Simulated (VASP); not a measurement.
# MgO (Cmcm) in VASP: notebook, part 2 of 3

VASP 6.6.1. The steps go on from the part before.

## (3) Single point, PBEsol (mode 5 frozen in at -0.122 Å, strain +e along z and -e/2 along x and y -0.0700)

Input file INCAR:

```
SYSTEM = MgO
  PREC = Accurate
  ENCUT = 520
  EDIFF = 1E-7
  ISMEAR = 0
  SIGMA = 0.05
  LREAL = .False.
  LASPH = .True.
  NELM = 100
  ALGO = Normal
  ISIF = 2
  LWAVE = .False.
  LCHARG = .False.
  GGA = PS
  NBANDS = 16
```

Input file KPOINTS:

```
regular mesh
0
Gamma
  9 9 6
  0 0 0
```

Input file POSCAR:

```
MgO
1.0
    3.6170832098      0.0000000000      0.0000000000
   -1.8085416049      3.1324859473      0.0000000000
    0.0000000000      0.0000000000      3.9010833038
Mg O
2 2
Direct
    0.6465117478      0.2930234957      0.7500000000
    0.3534882522      0.7069765043      0.2500000000
    0.6815065062      0.3630130124      0.2500000000
    0.3184934938      0.6369869876      0.7500000000
```

Potentials or basis: VASP PAW PBE potentials, release 64 (Mg, O).

On the command line:

```bash
$ cat potpaw_PBE.64/Mg/POTCAR potpaw_PBE.64/O/POTCAR > POTCAR
$ mpirun -np 1 vasp_std > vasp.out
```

OUTCAR:

```text
SYSTEM = MgO
   PREC = Accurate
   ENCUT = 520
   EDIFF = 1E-7
   ISMEAR = 0
   LREAL = .False.
   LASPH = .True.
   NELM = 100
   ISIF = 2
   GGA = PS

 ion  position               nearest neighbor table
   1  0.647  0.293  0.750-   3 1.96   3 1.96   4 2.06   4 2.11   4 2.11   2 2.68   2 2.68   2 2.96
                             2 2.96   2 2.96   2 2.96
   2  0.353  0.707  0.250-   4 1.96   4 1.96   3 2.06   3 2.11   3 2.11   1 2.68   1 2.68   1 2.96
                             1 2.96   1 2.96   1 2.96
   3  0.682  0.363  0.250-   1 1.96   1 1.96   2 2.06   2 2.11   2 2.11
   4  0.318  0.637  0.750-   2 1.96   2 1.96   1 2.06   1 2.11   1 2.11

  LATTYP: Found a hexagonal cell.
 ALAT       =     3.6170832098
 C/A-ratio  =     1.0785163286

  Lattice vectors:

 A1 = (   3.6170832098,   0.0000000000,   0.0000000000)
 A2 = (  -1.8085416049,   3.1324859473,   0.0000000000)
 A3 = (   0.0000000000,   0.0000000000,   3.9010833038)

Analysis of symmetry for initial positions (statically):
=====================================================================
 Subroutine PRICEL returns:
 Original cell was already a primitive cell.

 Routine SETGRP: Setting up the symmetry group for a
 hexagonal supercell.

 Subroutine GETGRP returns: Found  8 space group operations
 (whereof  4 operations were pure point group operations)
 out of a pool of 24 trial point group operations.

The static configuration has the point symmetry C_2h.
 The point group associated with its full space group is D_2h.

Analysis of symmetry for dynamics (positions and initial velocities):
=====================================================================
 Subroutine PRICEL returns:
 Original cell was already a primitive cell.

 Routine SETGRP: Setting up the symmetry group for a
 hexagonal supercell.

[... 122 lines left out ...]
   EMIN   =  10.00;   EMAX   =-10.00  energy-range for DOS
   EFERMI =   0.00;   METHOD = LEGACY
   ISMEAR =     0;   SIGMA  =   0.05  broadening in eV -4-tet -1-fermi 0-gaus
   EFERMI_NEDOS =   21; number of points for ismear=-14 and -15
   IALGO  =     38    algorithm
   IMIX   =      4    mixing-type and parameters
     AMIX     =   0.40;   BMIX     =  1.00
     AMIX_MAG =   1.60;   BMIX_MAG =  1.00
  volume/ion in A,a.u.               =      11.05        74.57
  Fermi-wavevector in a.u.,A,eV,Ry     =   1.166730  2.204801 18.521067  1.361260
  Thomas-Fermi vector in A             =   2.303240
   LORBIT       =      0    0 simple, 1 ext, 2 COOP (PROOUT), +10 PAW based schemes
   GGA     = PS    functional components
   LHFCALC =     F    Hartree Fock is set to
   AEXX    =    0.0000 exact exchange contribution
   IVDW    =     0    specifies the selected vdW correction
   LEPSILON=     F    determine dielectric tensor
   LRPA    =     F    only Hartree local field effects (RPA)
 non-spin polarized calculation
 Gauss-broadening in eV      SIGMA  =   0.05
  energy-cutoff  :      520.00
  volume of cell :       44.20
 maximum number of plane-waves:      1204
   NGX = 13   NGY = 13   NGZ = 15

 number of electron      16.0000003 magnetization

 Free energy of the ion-electron system (eV)
  ---------------------------------------------------
  ext. energy  EPLUGINS =         0.00000000
  ---------------------------------------------------
  free energy    TOTEN  =       -24.35775470 eV

  energy without entropy =      -24.35775470  energy(sigma->0) =      -24.35775470

 E-fermi :   1.9286     XC(G=0): -10.2532

 val. band max:        1.6963944413   @ k =   0.0000   0.0000   0.0000
 cond. band min:       4.9942763392   @ k =   0.0000   0.0000   0.0000
 fundamental gap:      3.2978818978
 Fermi energy:         1.9285507662

 k-point     1 :       0.0000    0.0000    0.0000
  band No.  band energies     occupation
      1     -15.0600      2.00000
      2     -13.4808      2.00000
      3      -1.5771      2.00000
      4      -0.1765      2.00000
      5      -0.0095      2.00000
      6       0.8353      2.00000
[... 433 lines left out ...]
      3      -1.7671      2.00000
      4      -0.4728      2.00000
      5      -0.2162      2.00000
      6      -0.0047      2.00000
[... 8 lines left out ...]
     15      16.3982      0.00000
     16      17.1711      0.00000

 [... further k-points ...]
[... 5 lines left out ...]
  --------------------------------------------------------------------------------------
  -------------------------------------------------------------------------------------
  Total       -1.0749475     -1.2676542      5.6569373      0.0000000      0.0000000      0.0000000
  in kB      -38.9641306    -45.9492614    205.0496788      0.0000000      0.0000000      0.0000000
  external PRESSURE =      40.0454289 kB  Pullay stress =       0.0000000 kB

 VOLUME and BASIS-vectors are now :
 -----------------------------------------------------------------------------
  energy-cutoff  :      520.00
  volume of cell :       44.20
      direct lattice vectors                 reciprocal lattice vectors
     3.617083210  0.000000000  0.000000000     0.276465854  0.159617635  0.000000000
    -1.808541605  3.132485947  0.000000000     0.000000000  0.319235271  0.000000000
     0.000000000  0.000000000  3.901083304     0.000000000  0.000000000  0.256339053

 POSITION                                       TOTAL-FORCE (eV/Angst)
 -----------------------------------------------------------------------------------
      1.80854      0.91789      2.92581         0.000000      1.068789      0.000000
      0.00000      2.21459      0.97527        -0.000000     -1.068789      0.000000
      1.80854      1.13713      0.97527         0.000000     -0.570801     -0.000000
      0.00000      1.99535      2.92581         0.000000      0.570801     -0.000000
 -----------------------------------------------------------------------------------
    total drift:                               -0.000000      0.000000     -0.000000

  FREE ENERGIE OF THE ION-ELECTRON SYSTEM (eV)
  ---------------------------------------------------
  free  energy   TOTEN  =       -24.3577547022 eV

  energy  without entropy=      -24.3577547022  energy(sigma->0) =      -24.35775470
```

OSZICAR:

```text
N       E                     dE             d eps       ncg     rms          rms(c)
DAV:   1     0.603052140372E+02    0.60305E+02   -0.75838E+03  3208   0.892E+02
DAV:   2    -0.242385924011E+02   -0.84544E+02   -0.77166E+02  4480   0.196E+02
DAV:   3    -0.281628215281E+02   -0.39242E+01   -0.39138E+01  3784   0.435E+01
DAV:   4    -0.281793231035E+02   -0.16502E-01   -0.16501E-01  3960   0.326E+00
DAV:   5    -0.281794085624E+02   -0.85459E-04   -0.85458E-04  3880   0.226E-01    0.106E+01
DAV:   6    -0.244941360409E+02    0.36853E+01   -0.92613E+00  3616   0.235E+01    0.352E+00
DAV:   7    -0.244068233306E+02    0.87313E-01   -0.14970E-01  3296   0.310E+00    0.211E+00
DAV:   8    -0.243603368106E+02    0.46487E-01   -0.10671E-01  3776   0.331E+00    0.541E-01
DAV:   9    -0.243572608424E+02    0.30760E-02   -0.10703E-02  3960   0.885E-01    0.117E-01
DAV:  10    -0.243577473498E+02   -0.48651E-03   -0.52787E-04  3224   0.204E-01    0.218E-02
DAV:  11    -0.243577569325E+02   -0.95827E-05   -0.27006E-05  4080   0.402E-02    0.185E-02
DAV:  12    -0.243577557078E+02    0.12247E-05   -0.35649E-06  3296   0.152E-02    0.838E-03
DAV:  13    -0.243577546686E+02    0.10392E-05   -0.31651E-06  3928   0.142E-02    0.531E-04
DAV:  14    -0.243577547022E+02   -0.33582E-07   -0.64010E-08  1920   0.223E-03
   1 F= -.24357755E+02 E0= -.24357755E+02  d E =-.600295E-13
```

stdout:

```text
POSCAR found type information on POSCAR MgO
 POSCAR found :  2 types and       4 ions
 scaLAPACK will be used
 -----------------------------------------------------------------------------
|                                                                             |
|                                                                             |
|     You enforced a specific xc type in the INCAR file but a different       |
|     I HOPE YOU KNOW WHAT YOU ARE DOING!                                     |
|                                                                             |
 -----------------------------------------------------------------------------

 LDA part: xc-table for (Slater+PW92), standard interpolation
 POSCAR, INCAR and KPOINTS ok, starting setup
 FFT: planning ... GRIDC
 FFT: planning ... GRID_SOFT
 FFT: planning ... GRID
 WAVECAR not read
 entering main loop
```

Wall time 79 s (1 thread of Intel Xeon Platinum 8375C at 2.90GHz (Ice Lake), shared host); peak memory 0.2 GiB.

Results:

```yaml
Free_energy: -24.3578 eV
Pressure: 4.0 GPa
Largest_force: 1.069 eV/Å
Band_gap_on_the_k_mesh: 3.30 eV, direct
```

Forces on the atoms (eV/Å):
```
Mg   0.000  1.069  0.000
Mg   0.000 -1.069  0.000
O    0.000 -0.571  0.000
O    0.000  0.571  0.000
```

Stress tensor (GPa, compression positive):
```
-3.90  0.00  0.00
 0.00 -4.59  0.00
 0.00  0.00 20.50
```

Levels at points of the mesh, in eV from the valence-band top:
| k point | band 5 | band 6 | band 7 | band 8 | band 9 | band 10 | band 11 | band 12 |
| --- | --- | --- | --- | --- | --- | --- | --- | --- |
| (0.00, 0.00, 0.00) | -1.71 | -0.86 | -0.29 | 0.00 | 3.30 | 9.86 | 11.19 | 12.65 |
| (0.00, 0.00, 0.50) | -1.26 | -1.26 | -1.14 | -1.14 | 6.45 | 6.45 | 12.17 | 12.17 |

Caveat: the cell differs from its parent crystal (mode 5 frozen in at -0.122 Å, strain +e along z and -e/2 along x and y -0.0700); the PAW data sets were made with another functional, which shifts forces and pressure a little.

## (4) Single point, PBEsol (mode 5 frozen in at +0.073 Å, strain +e along z and -e/2 along x and y -0.0700)

Input file INCAR:

```
PREC = Accurate
ENCUT = 520
EDIFF = 1E-6
ISMEAR = 0
SIGMA = 0.05
LREAL = F
LASPH = T
NELM = 80
ALGO = Normal
ISIF = 2
LWAVE = F
LCHARG = T
GGA = PS
LELF = T
LVHAR = T
NBANDS = 16
```

Input file KPOINTS:

```
Automatic mesh
0
Gamma
  9 9 6
```

Input file POSCAR:

```
MgO
1.0
    3.6170832098      0.0000000000      0.0000000000
   -1.8085416049      3.1324859473      0.0000000000
    0.0000000000      0.0000000000      3.9010833038
Mg O
2 2
Direct
    0.6787596180      0.3575192359      0.7500000000
    0.3212403820      0.6424807641      0.2500000000
    0.6577627629      0.3155255259      0.2500000000
    0.3422372371      0.6844744741      0.7500000000
```

On the command line:

```bash
$ cat potpaw_PBE.64/Mg/POTCAR potpaw_PBE.64/O/POTCAR > POTCAR
$ mpirun -np 1 vasp_std > vasp.out
```

It took 61 s on 1 thread of Intel Xeon Platinum 8375C at 2.90GHz (Ice Lake), shared host; peak memory 0.2 GiB.

The run converged. Its results:

* Free energy: -24.4811 eV
* Pressure: 4.0 GPa
* Largest force: 0.469 eV/Å
* Band gap on the k mesh: 3.37 eV, direct

Forces on the atoms (eV/Å):
```
Mg   0.000 -0.469  0.000
Mg   0.000  0.469  0.000
O    0.000  0.381  0.000
O    0.000 -0.381  0.000
```

Stress tensor (GPa, compression positive):
```
-3.73  0.00  0.00
 0.00 -4.48  0.00
 0.00  0.00 20.28
```

Levels at points of the mesh, in eV from the valence-band top:
```csv
k point,band 5,band 6,band 7,band 8,band 9,band 10,band 11,band 12
"(0.00, 0.00, 0.00)",-1.72,-0.70,-0.39,0.00,3.37,9.94,11.60,12.30
"(0.00, 0.00, 0.50)",-1.22,-1.22,-1.14,-1.14,6.52,6.52,12.19,12.19
```

Caveat: the cell differs from its parent crystal (mode 5 frozen in at +0.073 Å, strain +e along z and -e/2 along x and y -0.0700); the PAW data sets were made with another functional, which shifts forces and pressure a little.

(Continued in part 3 of 3.)
